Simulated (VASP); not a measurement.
Here is a VASP 6.6.1 calculation.

File INCAR:

```
PREC     = Accurate       # precision mode
ENCUT    = 600            # plane-wave cutoff, eV
EDIFF    = 1E-6           # SCF threshold, eV
ISMEAR   = 0              # smearing method
SIGMA    = 0.01           # smearing width, eV
LREAL    = False          # projectors in reciprocal space
LASPH    = True           # aspherical terms in the spheres
NELM     = 120            # most SCF steps
ALGO     = Normal         # electronic algorithm
ISIF     = 2              # what is computed and relaxed
LWAVE    = False          # write WAVECAR
LCHARG   = False          # write CHGCAR
GGA      = PS             # functional
NBANDS   = 11             # bands
GGA_COMPAT= False
```

File KPOINTS:

```
regular mesh
0
Gamma
  8 8 8
```

The input POSCAR:

```
AlN
1.0
    0.0000000000      2.1886778373      2.1886778373
    2.1886778373      0.0000000000      2.1886778373
    2.1886778373      2.1886778373      0.0000000000
Al N
1 1
Direct
   -0.0022844842     -0.0022844842     -0.0022844842
    0.2500000000      0.2500000000      0.2500000000
```

Potentials or basis: VASP PAW PBE potentials, release 64 (Al, N).

Run with:

```sh
$ cat potpaw_PBE.64/Al/POTCAR potpaw_PBE.64/N/POTCAR > POTCAR
$ mpirun -np 1 vasp_std > vasp.out
```

(1) Predict the band gap on the k mesh.

(2) What does it give for the pressure?

## Answers

(1) 3.13 eV (least direct gap 4.02 eV).

(2) -0.1 GPa.

Caveat: the cell differs from its parent crystal (atom 1 moved by [-0.01, -0.01, -0.01] A); the PAW data sets were made with another functional, which shifts forces and pressure a little.
